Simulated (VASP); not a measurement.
# MgCd2TeSe2 (P4/mmm) in VASP: a series of runs

Runs on MgCd2TeSe2. Level: PBE. Tasks: single point, relaxation of cell and atoms.

All numbers are computed with VASP 6.6.1; they aren't measurements. Logs are shortened: lines on timing, memory, paths and dates and some standing lists are left out, and cuts for length are marked.

### Step 1. The cell of the first run

Symmetry: P4/mmm, No. 123, tetragonal system. The conventional cell has a = 5.649 Å, b = 5.649 Å, c = 5.661 Å, α = 90.00°, β = 90.00°, γ = 90.00°. Mg (site symmetry 4/mmm) has 2 Te at 2.83 Å within 3.7 Å. Cd (site symmetry 4mm) has 2 Cd at 2.74 to 2.92 Å and 4 Se at 3.18 Å within 3.6 Å. Te (site symmetry 4/mmm) has 4 Se at 2.82 Å and 2 Mg at 2.83 Å within 3.7 Å. Se (site symmetry mmm) has 2 Te at 2.82 Å and 4 Cd at 3.18 Å within 3.7 Å.

The cell was built from a structure type or drawn by symmetry, and may not be a known phase.

### Step 2. Single point, PBE

The input, INCAR:

```
SYSTEM = MgCd2TeSe2
PREC     = Accurate       ! precision mode
ENCUT    = 520            ! plane-wave cutoff, eV
EDIFF    = 1E-6           ! SCF threshold, eV
ISMEAR   = 0              ! smearing method
SIGMA    = 0.1            ! smearing width, eV
LREAL    = .False.        ! projectors in reciprocal space
LASPH    = .True.         ! aspherical terms in the spheres
NELM     = 100            ! most SCF steps
ALGO     = Normal         ! electronic algorithm
ISIF     = 2              ! what is computed and relaxed
LWAVE    = .False.        ! write WAVECAR
LCHARG   = .False.        ! write CHGCAR
GGA      = PE             ! functional
NBANDS   = 31             ! bands
```

The input, KPOINTS:

```
regular mesh
0
Gamma
  4 4 4
  0 0 0
```

The input, POSCAR:

```
MgCd2TeSe2
1.0
    5.6488175796      0.0000000000      0.0000000000
    0.0000000000      5.6488175796      0.0000000000
    0.0000000000      0.0000000000      5.6613792720
Mg Cd Te Se
1 2 1 2
Direct
    0.5000000000      0.5000000000      0.5000000000
    0.0000000000      0.0000000000      0.2582525531
    0.0000000000      0.0000000000      0.7417474469
    0.5000000000      0.5000000000      0.0000000000
    0.0000000000      0.5000000000      0.0000000000
    0.5000000000      0.0000000000      0.0000000000
```

Potentials or basis: VASP PAW PBE potentials, release 64 (Mg, Cd, Te, Se).

Command:

```console
$ cat potpaw_PBE.64/Mg/POTCAR potpaw_PBE.64/Cd/POTCAR potpaw_PBE.64/Te/POTCAR potpaw_PBE.64/Se/POTCAR > POTCAR
$ mpirun -np 1 vasp_std > vasp.out
```

OUTCAR:

```text
SYSTEM = MgCd2TeSe2
   PREC = Accurate
   ENCUT = 520
   EDIFF = 1E-6
   ISMEAR = 0
   LREAL = .False.
   LASPH = .True.
   NELM = 100
   ISIF = 2
   GGA = PE

 ion  position               nearest neighbor table
   1  0.500  0.500  0.500-   4 2.83   4 2.83
   2  0.000  0.000  0.258-   3 2.74   3 2.92   6 3.18   5 3.18   5 3.18   6 3.18
   3  0.000  0.000  0.742-   2 2.74   2 2.92   5 3.18   6 3.18   5 3.18   6 3.18
   4  0.500  0.500  0.000-   5 2.82   6 2.82   6 2.82   5 2.82   1 2.83   1 2.83
   5  0.000  0.500  0.000-   4 2.82   4 2.82   2 3.18   2 3.18   3 3.18   3 3.18
   6  0.500  0.000  0.000-   4 2.82   4 2.82   2 3.18   3 3.18   2 3.18   3 3.18

  LATTYP: Found a simple tetragonal cell.
 ALAT       =     5.6488175796
 C/A-ratio  =     1.0022237738

  Lattice vectors:

 A1 = (   5.6488175796,   0.0000000000,   0.0000000000)
 A2 = (   0.0000000000,   5.6488175796,   0.0000000000)
 A3 = (   0.0000000000,   0.0000000000,   5.6613792720)

Analysis of symmetry for initial positions (statically):
=====================================================================
 Subroutine PRICEL returns:
 Original cell was already a primitive cell.

 Routine SETGRP: Setting up the symmetry group for a
 simple tetragonal supercell.

 Subroutine GETGRP returns: Found 16 space group operations
 (whereof 16 operations were pure point group operations)
 out of a pool of 16 trial point group operations.

The static configuration has the point symmetry D_4h.

Analysis of symmetry for dynamics (positions and initial velocities):
=====================================================================
 Subroutine PRICEL returns:
 Original cell was already a primitive cell.

 Routine SETGRP: Setting up the symmetry group for a
 simple tetragonal supercell.

 Subroutine GETGRP returns: Found 16 space group operations
 (whereof 16 operations were pure point group operations)
 out of a pool of 16 trial point group operations.

The dynamic configuration has the point symmetry D_4h.

 Subroutine INISYM returns: Found 16 space group operations
 (whereof 16 operations are pure point group operations),
 and found     1 'primitive' translations

----------------------------------------------------------------------------------------

                                     Primitive cell

  volume of cell :     180.6497

  direct lattice vectors                    reciprocal lattice vectors
     5.648817580  0.000000000  0.000000000     0.177028199  0.000000000  0.000000000
     0.000000000  5.648817580  0.000000000     0.000000000  0.177028199  0.000000000
     0.000000000  0.000000000  5.661379272     0.000000000  0.000000000  0.176635401

  length of vectors
     5.648817580  5.648817580  5.661379272     0.177028199  0.177028199  0.176635401

  position of ions in fractional coordinates (direct lattice)
     0.500000000  0.500000000  0.500000000
     0.000000000  0.000000000  0.258252553
     0.000000000  0.000000000  0.741747447
     0.500000000  0.500000000  0.000000000
     0.000000000  0.500000000  0.000000000
     0.500000000  0.000000000  0.000000000

  ion indices of the primitive-cell ions
   primitive index   ion index
                 1           1
                 2           2
                 3           3
                 4           4
                 5           5
                 6           6

----------------------------------------------------------------------------------------

 KPOINTS: regular mesh

Automatic generation of k-mesh.
 Grid dimensions read from file:
 generate k-points for:    4    4    4

 Generating k-lattice:

  Cartesian coordinates                     Fractional coordinates (reciprocal lattice)
     0.044257050  0.000000000  0.000000000     0.250000000  0.000000000  0.000000000
     0.000000000  0.044257050  0.000000000     0.000000000  0.250000000  0.000000000
     0.000000000  0.000000000  0.044158850     0.000000000  0.000000000  0.250000000

  Length of vectors
     0.044257050  0.044257050  0.044158850

  Shift w.r.t. Gamma in fractional coordinates (k-lattice)
     0.000000000  0.000000000  0.000000000

 Subroutine IBZKPT returns following result:
 ===========================================

 Found     18 irreducible k-points:

 Following reciprocal coordinates:
            Coordinates               Weight
  0.000000  0.000000  0.000000      1.000000
  0.250000  0.000000  0.000000      4.000000
  0.500000  0.000000  0.000000      2.000000
  0.250000  0.250000  0.000000      4.000000
  0.500000  0.250000  0.000000      4.000000
  0.500000  0.500000  0.000000      1.000000
[... 10 lines left out ...]
  0.500000  0.250000  0.500000      4.000000
  0.500000  0.500000  0.500000      1.000000
   k-points           NKPTS =     18   k-points in BZ     NKDIM =     18   number of bands    NBANDS=     31
   number of dos      NEDOS =    301   number of ions     NIONS =      6
   total plane-waves  NPLWV =  74088
   dimension x,y,z NGX =    42 NGY =   42 NGZ =   42
   dimension x,y,z NGXF=    84 NGYF=   84 NGZF=   84
   ions per type =               1   2   1   2
   NGX,Y,Z   is equivalent  to a cutoff of  12.36, 12.36, 12.33 a.u.
   NGXF,Y,Z  is equivalent  to a cutoff of  24.72, 24.72, 24.67 a.u.
 SYSTEM =  MgCd2TeSe2
   PREC   = accura    normal or accurate (medium, high low for compatibility)
   ISTART =      0    job   : 0-new  1-cont  2-samecut
   ICHARG =      2    charge: 1-file 2-atom 10-const
   ISPIN  =      1    spin polarized calculation?
   LNONCOLLINEAR =      F non collinear calculations
   LSORBIT =      F    spin-orbit coupling
   LASPH  =      T    aspherical Exc in radial PAW
   ENCUT  =  520.0 eV  38.22 Ry    6.18 a.u.  10.50 10.50 10.53*2*pi/ulx,y,z
   NELM   =    100;   NELMIN=  2; NELMDL= -5     # of ELM steps
   EDIFF  = 0.1E-05   stopping-criterion for ELM
   LREAL  =      F    real-space projection
   EDIFFG = 0.1E-04   stopping-criterion for IOM
   NSW    =      0    number of steps for IOM
   IBRION =     -1    ionic relax: 0-MD 1-quasi-New 2-CG
   NFREE  =      0    steps in history (QN), initial steepest desc. (CG)
   ISIF   =      2    stress and relaxation
   ISYM   =      2    0-nonsym 1-usesym 2-fastsym
   POTIM  = 0.5000    time-step for ionic-motion
   TEBEG  =    0.0;   TEEND  =   0.0 temperature during run
   PSTRESS=    0.0 pullay stress
   NELECT =      44.0000    total number of electrons
   NUPDOWN=      -1.0000    fix difference up-down
   EMIN   =  10.00;   EMAX   =-10.00  energy-range for DOS
   EFERMI =   0.00;   METHOD = LEGACY
   ISMEAR =     0;   SIGMA  =   0.10  broadening in eV -4-tet -1-fermi 0-gaus
   EFERMI_NEDOS =   21; number of points for ismear=-14 and -15
   IALGO  =     38    algorithm
   IMIX   =      4    mixing-type and parameters
     AMIX     =   0.40;   BMIX     =  1.00
     AMIX_MAG =   1.60;   BMIX_MAG =  1.00
  volume/ion in A,a.u.               =      30.11       203.18
  Fermi-wavevector in a.u.,A,eV,Ry     =   1.022382  1.932022 14.221698  1.045265
  Thomas-Fermi vector in A             =   2.156058
   LORBIT       =      0    0 simple, 1 ext, 2 COOP (PROOUT), +10 PAW based schemes
   GGA     = PE    functional components
   LHFCALC =     F    Hartree Fock is set to
   AEXX    =    0.0000 exact exchange contribution
   IVDW    =     0    specifies the selected vdW correction
   LEPSILON=     F    determine dielectric tensor
   LRPA    =     F    only Hartree local field effects (RPA)
 non-spin polarized calculation
 Gauss-broadening in eV      SIGMA  =   0.10
  energy-cutoff  :      520.00
  volume of cell :      180.65
 maximum number of plane-waves:      4945
   NGX = 21   NGY = 21   NGZ = 21

 number of electron      43.9999994 magnetization

 Free energy of the ion-electron system (eV)
  ---------------------------------------------------
  ext. energy  EPLUGINS =         0.00000000
  ---------------------------------------------------
  free energy    TOTEN  =       -13.50193099 eV

  energy without entropy =      -13.49177535  energy(sigma->0) =      -13.49685317

 E-fermi :   2.7415     XC(G=0):  -8.6929

 val. band max:        2.7135030706   @ k =   0.2500   0.2500   0.2500
 cond. band min:       2.8621876296   @ k =   0.2500   0.2500   0.5000
 fundamental gap:      0.1486845590
 Fermi energy:         2.7415457510

 k-point     1 :       0.0000    0.0000    0.0000
  band No.  band energies     occupation
      1     -11.4606      2.00000
      2      -9.8542      2.00000
      3      -7.4527      2.00000
      4      -6.8117      2.00000
      5      -6.3215      2.00000
      6      -6.3215      2.00000
[... 23 lines left out ...]
     30       6.5416      0.00000
     31       6.6050      0.00000

 k-point     2 :       0.2500    0.0000    0.0000
  band No.  band energies     occupation
      1     -11.2736      2.00000
      2     -10.0093      2.00000
      3      -7.8867      2.00000
      4      -6.8162      2.00000
      5      -6.3179      2.00000
      6      -6.2736      2.00000
[... 23 lines left out ...]
     30       7.3785      0.00000
     31       7.4721      0.00000

 k-point     3 :       0.5000    0.0000    0.0000
  band No.  band energies     occupation
      1     -10.9685      2.00000
      2     -10.3076      2.00000
      3      -8.1984      2.00000
      4      -6.8187      2.00000
      5      -6.3142      2.00000
      6      -6.2077      2.00000
[... 23 lines left out ...]
     30       7.0141      0.00000
     31       7.0956      0.00000

 k-point     4 :       0.2500    0.2500    0.0000
  band No.  band energies     occupation
      1     -11.0757      2.00000
      2     -10.0748      2.00000
      3      -8.4038      2.00000
      4      -6.8184      2.00000
      5      -6.2766      2.00000
      6      -6.2708      2.00000
[... 23 lines left out ...]
     30       7.2570      0.00000
     31       7.8558      0.00000

 k-point     5 :       0.5000    0.2500    0.0000
  band No.  band energies     occupation
      1     -10.7317      2.00000
      2     -10.2881      2.00000
      3      -8.8297      2.00000
      4      -6.8201      2.00000
      5      -6.2725      2.00000
      6      -6.2145      2.00000
[... 23 lines left out ...]
     30       7.8961      0.00000
     31       7.9978      0.00000
[... 338 lines left out ...]
     30       8.0614      0.00000
     31       8.0917      0.00000

 k-point    16 :       0.2500    0.2500    0.5000
  band No.  band energies     occupation
      1     -11.0517      2.00000
      2     -10.0660      2.00000
      3      -8.3640      2.00000
      4      -6.1633      2.00000
      5      -5.9655      2.00000
      6      -5.9653      2.00000
[... 23 lines left out ...]
     30       7.9099      0.00000
     31       7.9739      0.00000

 k-point    17 :       0.5000    0.2500    0.5000
  band No.  band energies     occupation
      1     -10.7110      2.00000
      2     -10.2766      2.00000
      3      -8.7927      2.00000
      4      -6.1602      2.00000
      5      -5.9675      2.00000
      6      -5.9651      2.00000
[... 23 lines left out ...]
     30       7.5538      0.00000
     31       7.9928      0.00000

 k-point    18 :       0.5000    0.5000    0.5000
  band No.  band energies     occupation
      1     -10.2596      2.00000
      2     -10.2596      2.00000
      3      -9.5550      2.00000
      4      -6.1575      2.00000
      5      -5.9671      2.00000
      6      -5.9671      2.00000
[... 23 lines left out ...]
     30       6.9298      0.00000
     31       8.8725      0.00000

------------------------ aborting loop because EDIFF is reached ----------------------------------------

  FORCE on cell =-STRESS in cart. coord.  units (eV):
  Direction    XX          YY          ZZ          XY          YZ          ZX
  --------------------------------------------------------------------------------------
  -------------------------------------------------------------------------------------
  Total       -0.1174920     -0.1174920      0.3281258      0.0000000     -0.0000000      0.0000000
  in kB       -1.0420334     -1.0420334      2.9101379      0.0000000     -0.0000000      0.0000000
  external PRESSURE =       0.2753570 kB  Pullay stress =       0.0000000 kB

 VOLUME and BASIS-vectors are now :
 -----------------------------------------------------------------------------
  energy-cutoff  :      520.00
  volume of cell :      180.65
      direct lattice vectors                 reciprocal lattice vectors
     5.648817580  0.000000000  0.000000000     0.177028199  0.000000000  0.000000000
     0.000000000  5.648817580  0.000000000     0.000000000  0.177028199  0.000000000
     0.000000000  0.000000000  5.661379272     0.000000000  0.000000000  0.176635401

 POSITION                                       TOTAL-FORCE (eV/Angst)
 -----------------------------------------------------------------------------------
      2.82441      2.82441      2.83069        -0.000000      0.000000      0.000000
      0.00000      0.00000      1.46207        -0.000000      0.000000     -0.036875
      0.00000      0.00000      4.19931         0.000000      0.000000      0.036875
      2.82441      2.82441      0.00000        -0.000000      0.000000      0.000000
      0.00000      2.82441      0.00000        -0.000000      0.000000      0.000000
      2.82441      0.00000      0.00000        -0.000000      0.000000      0.000000
 -----------------------------------------------------------------------------------
    total drift:                               -0.000000      0.000000     -0.000000

  FREE ENERGIE OF THE ION-ELECTRON SYSTEM (eV)
  ---------------------------------------------------
  free  energy   TOTEN  =       -13.5019309875 eV

  energy  without entropy=      -13.4917753527  energy(sigma->0) =      -13.49685317
```

It took 39 s on 1 thread of Intel Xeon 6975P-C (Granite Rapids), shared host; peak memory 0.32 GiB.

Results:

```yaml
Free_energy: -13.5019 eV
Pressure: 0.0 GPa
Largest_force: 0.037 eV/Å
Band_gap_on_the_k_mesh: zero (bands 22 and 23 overlap by 1.39 eV)
```

Forces on the atoms (eV/Å):
```
Mg   0.000  0.000  0.000
Cd   0.000  0.000 -0.037
Cd   0.000  0.000  0.037
Te   0.000  0.000  0.000
Se   0.000  0.000  0.000
Se   0.000  0.000  0.000
```

Caveat: spin-orbit coupling is left out, which moves the levels of the heavy elements.

### Step 3. Relaxation of cell and atoms, PBE

This run uses another cell than the first one, of 25.88 Å³/atom.

The input, INCAR:

```
SYSTEM = MgCd2TeSe2
ALGO     = Normal         ! electronic algorithm
EDIFF    = 1E-6           ! SCF threshold, eV
EDIFFG   = -0.04          ! ionic threshold
ENCUT    = 600            ! plane-wave cutoff, eV
GGA      = PE             ! functional
IBRION   = 2              ! ionic algorithm
ISIF     = 3              ! what is computed and relaxed
ISMEAR   = 0              ! smearing method
LASPH    = .TRUE.         ! aspherical terms in the spheres
LCHARG   = .FALSE.        ! write CHGCAR
LREAL    = .FALSE.        ! projectors in reciprocal space
LWAVE    = .FALSE.        ! write WAVECAR
NELM     = 100            ! most SCF steps
NSW      = 90             ! ionic steps
PREC     = Accurate       ! precision mode
SIGMA    = 0.1            ! smearing width, eV
```

The input, KPOINTS:

```
k-points
0
G
  4 4 2
  0 0 0
```

The input, POSCAR:

```
MgCd2TeSe2
1.0
    4.4083375100      0.0000000000      0.0000000000
    0.0000000000      4.4083375100      0.0000000000
    0.0000000000      0.0000000000      7.9897138800
Mg Cd Te Se
1 2 1 2
Direct
    0.5000000000      0.5000000000      0.5000000000
    0.0000000000      0.0000000000      0.2430049900
    0.0000000000      0.0000000000      0.7569950100
    0.5000000000      0.5000000000      0.0000000000
    0.0000000000      0.5000000000      0.0000000000
    0.5000000000      0.0000000000      0.0000000000
```

Potentials or basis: VASP PAW PBE potentials, release 64 (Mg, Cd, Te, Se).

Command:

```console
$ cat potpaw_PBE.64/Mg/POTCAR potpaw_PBE.64/Cd/POTCAR potpaw_PBE.64/Te/POTCAR potpaw_PBE.64/Se/POTCAR > POTCAR
$ mpirun -np 1 vasp_std > vasp.out
```

Run time: 6.6 min. Hardware: 1 thread of Intel Xeon 6975P-C (Granite Rapids), shared host; peak memory 0.34 GiB.

It converged, with:

```
Free energy                           : -13.6557 eV
Relaxed volume                        : 30.02 Å³/atom
Relaxed cell                          : a = 5.638 Å, b = 5.638 Å, c = 5.666 Å, α = 90.00°, β = 90.00°, γ = 90.00°
Space group after relaxing (to 0.1 Å) : P4/mmm (No. 123)
Pressure after relaxing               : 0.0 GPa
Largest force after relaxing          : 0.014 eV/Å
Band gap on the k mesh                : zero (bands 22 and 23 overlap by 1.24 eV)
```

Forces in eV/Å, atoms in the order of the input:
```
Mg   0.000  0.000  0.000
Cd   0.000  0.000  0.014
Cd   0.000  0.000 -0.014
Te   0.000  0.000  0.000
Se   0.000  0.000  0.000
Se   0.000  0.000  0.000
```

Final structure:
```cif
data_structure
_symmetry_space_group_name_H-M 'P 1'
_symmetry_Int_Tables_number 1
_cell_length_a 5.6382
_cell_length_b 5.6382
_cell_length_c 5.6659
_cell_angle_alpha 90.000
_cell_angle_beta 90.000
_cell_angle_gamma 90.000
_cell_volume 180.12
loop_
_atom_site_label
_atom_site_type_symbol
_atom_site_fract_x
_atom_site_fract_y
_atom_site_fract_z
_atom_site_occupancy
Mg1 Mg 0.50000 0.50000 0.50000 1
Cd1 Cd 0.00000 0.00000 0.25816 1
Cd2 Cd 0.00000 0.00000 0.74184 1
Te1 Te 0.50000 0.50000 0.00000 1
Se1 Se 0.00000 0.50000 0.00000 1
Se2 Se 0.50000 0.00000 0.00000 1
```

Levels at points of the mesh, in eV from the Fermi level:
```tsv
k point	band 19	band 20	band 21	band 22	band 23	band 24	band 25	band 26
(0.00, 0.00, 0.00)	-2.20	-1.37	-1.03	-0.48	1.50	2.96	2.96	4.20
(0.50, 0.00, 0.00)	-1.54	-1.41	-1.09	-0.88	-0.84	2.26	2.60	3.41
(0.50, 0.50, 0.00)	-1.35	-1.35	-0.97	-0.85	-0.81	-0.11	0.97	1.03
(0.00, 0.00, 0.50)	-2.02	-1.98	-1.60	-0.01	1.22	1.22	2.84	3.96
(0.50, 0.00, 0.50)	-1.48	-1.35	-1.17	-0.81	1.60	2.15	2.39	2.44
(0.50, 0.50, 0.50)	-1.89	-1.24	-1.24	-0.85	-0.68	2.44	2.88	2.88
```

Caveat: the k points lie up to 0.55 Å⁻¹ apart in the final cell, too coarse for converged energies and pressures of a metal; the volume moved by over 15 % at a fixed basis, so the end points are rough; spin-orbit coupling is left out, which moves the levels of the heavy elements.

(Continued in part 2 of 2.)
